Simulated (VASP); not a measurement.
A run of VASP 6.6.1 is set up as follows.

File POSCAR:

```
ZrO2
1.0
    0.0000000000      2.4762608249      2.4762608249
    2.4762608249      0.0000000000      2.4762608249
    2.4762608249      2.4762608249      0.0000000000
Zr O
1 2
Direct
    0.0000000000      0.0000000000      0.0000000000
    0.2500000000      0.2500000000      0.2500000000
    0.7500000000      0.7500000000      0.7500000000
```

Contents of INCAR.step1:

```
PREC = Accurate
ENCUT = 660
ISMEAR = 0
SIGMA = 0.01
LREAL = False
LASPH = True
NELM = 120
NBANDS = 19
GGA = PE
ALGO = Normal
EDIFF = 1E-5
LWAVE = True
LCHARG = False
GGA_COMPAT = False
```

The input INCAR.step2:

```
PREC = Accurate
ENCUT = 660
EDIFF = 1E-6
ISMEAR = 0
SIGMA = 0.01
LREAL = False
LASPH = True
NELM = 120
ALGO = Normal
ISIF = 2
LWAVE = False
LCHARG = True
METAGGA = R2SCAN
LMIXTAU = True
LELF = True
LVHAR = True
NBANDS = 19
ISTART = 1
GGA_COMPAT = False
```

KPOINTS

```
regular mesh
0
Gamma
  8 8 8
```

Potentials or basis: VASP PAW PBE potentials, release 64 (Zr_sv, O).

Run with:

```console
$ cat potpaw_PBE.64/Zr_sv/POTCAR potpaw_PBE.64/O/POTCAR > POTCAR
$ cp INCAR.step1 INCAR
$ mpirun -np 1 vasp_std > vasp.out
$ cp INCAR.step2 INCAR
$ mpirun -np 1 vasp_std > vasp.out
```

Task: Predict the pressure.

Result: 25.0 GPa.

Task: Estimate the band gap on the k mesh.

Result: 4.12 eV, indirect (least direct gap 4.60 eV).

Caveat: the cell differs from its parent crystal (strain -2.7%); the PAW data sets were made with another functional, which shifts forces and pressure a little. A k mesh can miss the band edges.
